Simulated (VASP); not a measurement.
## AlClF2: relaxation of cell and atoms with PBE

AlClF2:

```xyz
4
Lattice="0.0000 3.7469 3.9344 2.2098 0.0000 3.9344 2.2098 3.7469 0.0000" Properties=species:S:1:pos:R:3 pbc="T T T"
Al    0.0000    0.0000    0.0000
Cl    2.2098    3.7469    3.9344
F     2.2098    2.5466    3.9344
F     2.2098    4.9471    3.9344
```

The cell was generated, and may not be a known phase.

```json
{"Program": "VASP 6.6.1", "Task": "relaxation of cell and atoms", "Functional": "PBE", "Potentials or basis": "VASP PAW PBE potentials, release 64 (Al, Cl, F)", "Cutoff": "600 eV", "k mesh": "6 × 6 × 6", "Occupations": "gaussian, width 0.1 eV", "Spin": "no spin polarisation", "Dipole correction": "no", "Further INCAR settings": "ALGO = Normal; EDIFF = 1e-07; IBRION = 2; EDIFFG = -0.04; NSW = 90; ISIF = 3"}
```

```json
{"Relaxed volume": "15.96 Å³/atom", "Relaxed cell": "a = 5.423 Å, b = 3.670 Å, c = 5.388 Å, α = 70.68°, β = 39.68°, γ = 69.64°", "Space group after relaxing (to 0.1 Å)": "Fmmm (No. 69)", "Pressure after relaxing": "0.1 GPa", "Largest force after relaxing": "0.018 eV/Å", "Band gap on the k mesh": "3.91 eV (least direct gap 4.31 eV)"}
```

Forces in eV/Å, atoms in the order of the input:
```
Al   0.000  0.000  0.000
Cl   0.000  0.000  0.000
F    0.000  0.018  0.000
F    0.000 -0.018  0.000
```

Stress tensor (GPa, compression positive):
```
 0.01  0.00  0.00
 0.00  0.20  0.00
 0.00  0.00 -0.02
```

Final structure:
```
Al Cl F
1.0
     0.00000    4.74202    2.63149
     2.55759    0.00000    2.63149
     2.55759    4.74202    0.00000
Al Cl F
1 1 2
Direct
  0.00000 0.00000 0.00000
  0.50000 0.50000 0.50000
  0.17315 0.82685 0.17315
  0.82685 0.17315 0.82685
```

Levels at points of the mesh, in eV from the valence-band top:
| k point | band 9 | band 10 | band 11 | band 12 | band 13 | band 14 | band 15 | band 16 |
| --- | --- | --- | --- | --- | --- | --- | --- | --- |
| (0.00, 0.00, 0.00) | -1.67 | -0.60 | -0.49 | -0.40 | 3.91 | 6.93 | 10.62 | 11.79 |
| (0.50, 0.00, 0.00) | -1.62 | -1.58 | -1.39 | 0.00 | 6.11 | 7.73 | 8.52 | 9.67 |
| (0.50, 0.50, 0.00) | -1.39 | -1.05 | -0.51 | -0.45 | 4.39 | 10.90 | 11.07 | 11.22 |
| (0.50, 0.00, 0.50) | -1.18 | -1.07 | -0.74 | -0.72 | 4.18 | 6.80 | 10.81 | 11.42 |
| (0.00, 0.50, 0.50) | -1.35 | -1.03 | -0.59 | -0.49 | 4.38 | 10.87 | 11.04 | 11.21 |

Wall time 13 min on 1 thread of Intel(R) Xeon(R) 6975P-C (Granite Rapids), on a shared host, peak memory 0.29 GiB.

Caveat: a cell axis changed by over 15 % at a fixed basis, so the end point is rough. A k mesh can miss the band edges.
